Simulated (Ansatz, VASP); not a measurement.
**Cu in VASP and in Ansatz**

```
CELL_PARAMETERS angstrom
2.54752 0.00000 0.00000
-1.27376 2.20622 0.00000
0.00000 0.00000 8.31653
ATOMIC_POSITIONS crystal
Cu 0.66667 0.33333 0.75000
Cu 0.00000 0.00000 0.50000
Cu 0.33333 0.66667 0.25000
Cu 0.00000 0.00000 0.00000
```

Alike in both runs: task single point; functional LDA; k mesh 12 × 12 × 4; occupations fermi-dirac, width 0.05 eV; no spin polarisation.

|  | VASP | Ansatz |
| --- | --- | --- |
| version | VASP 6.6.1 | Ansatz 0.2.0 |
| potentials or method | VASP PAW LDA potentials, release 64 (Cu_sv_GW) | Ansatz PAW |
| plane-wave cutoff (eV) | 820 | 420 |
| valence electrons in the cell | 76 | 76 |

VASP gave:

* gap on the k mesh at the Fermi level (eV): none
* pressure (GPa): -12.2
* traceless stress, the component that is largest in VASP (GPa): -0.36

Question: Which values does Ansatz return?

Answer: gap on the k mesh at the Fermi level (eV): none; pressure (GPa): -11.0; traceless stress, the component that is largest in VASP (GPa): -0.34.

LDA's correlation is that of Perdew and Zunger in VASP and of Perdew and Wang (1992) in Ansatz. A gap of «none» marks a metal or a gap that the smearing closes.
